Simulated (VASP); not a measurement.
Fe: single point with PBE

Crystal: Fe.

```
CELL_PARAMETERS angstrom
0.00000 1.79197 1.79197
1.79197 0.00000 1.79197
1.79197 1.79197 0.00000
ATOMIC_POSITIONS crystal
Fe 0.00000 0.00000 0.00000
```

This cell differs from its parent crystal: volume scaled by 1.12.

- Program: VASP 6.6.1
- Task: single point
- Functional: PBE
- Potentials or basis: VASP PAW PBE potentials, release 64 (Fe)
- Cutoff: 520 eV
- k mesh: 26 × 26 × 26
- Occupations: fermi-dirac, width 0.1 eV
- Spin: no spin polarisation
- Dipole correction: no
- Further INCAR settings: ALGO = Normal; EDIFF = 1e-06; NBANDS = 10

```
Pressure               : -24.7 GPa
Band gap on the k mesh : zero (band 4 reaches 6.62 eV, above the bottom of band 5 at 4.85 eV)
```

Levels at points of the mesh, in eV from the Fermi level:
| k point | band 1 | band 2 | band 3 | band 4 | band 5 | band 6 | band 7 | band 8 |
| --- | --- | --- | --- | --- | --- | --- | --- | --- |
| (0.00, 0.00, 0.00) | -8.17 | -1.37 | -1.37 | -1.37 | -0.07 | -0.07 | 22.33 | 27.00 |
| (0.50, 0.00, 0.00) | -4.21 | -1.45 | -1.45 | 0.22 | 0.83 | 0.83 | 7.24 | 20.96 |
| (0.50, 0.50, 0.00) | -4.20 | -3.54 | 0.80 | 1.06 | 1.06 | 2.97 | 10.49 | 15.01 |

Run time: 40 s on 1 thread of Intel(R) Xeon(R) Platinum 8259CL CPU @ 2.50GHz (Skylake/Cascade Lake), on a shared host, peak memory 0.18 GiB.

Caveat: the run has no spin polarisation, though such a crystal can be magnetic. Spin polarisation is off, so any magnetic state and its effect on volume and gap are missing.
